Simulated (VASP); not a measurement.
Crystal: Fe.

```
CELL_PARAMETERS angstrom
0.00000 1.83950 1.83950
1.83950 0.00000 1.83950
1.83950 1.83950 0.00000
ATOMIC_POSITIONS crystal
Fe 0.00000 0.00000 0.00000
```

Base run:

| Item | Value |
| --- | --- |
| Program | VASP 6.6.1 |
| Functional | PBE |
| Potentials or basis | VASP PAW PBE potentials, release 64 (Fe) |
| Cutoff | 520 eV |
| k mesh | 12 × 12 × 12 |
| Occupations | fermi-dirac, width 0.1 eV |
| Spin | collinear spin, ferromagnetic start |
| Starting moments | [1.73] μB |
| Fixed moment | 1.73 μB |

Its results: pressure -21.1 GPa; site moments Fe +1.74 μB.

Task: The run is repeated on the same cell with these changes: fixed moment from 1.73 μB to 4.6 μB; moments at the start from [1.73] to [4.6]. What comes out?

Result: Pressure 72.8 GPa; site moments Fe +4.28 μB.

Caveats: the total moment is fixed, so each spin has its own Fermi level.
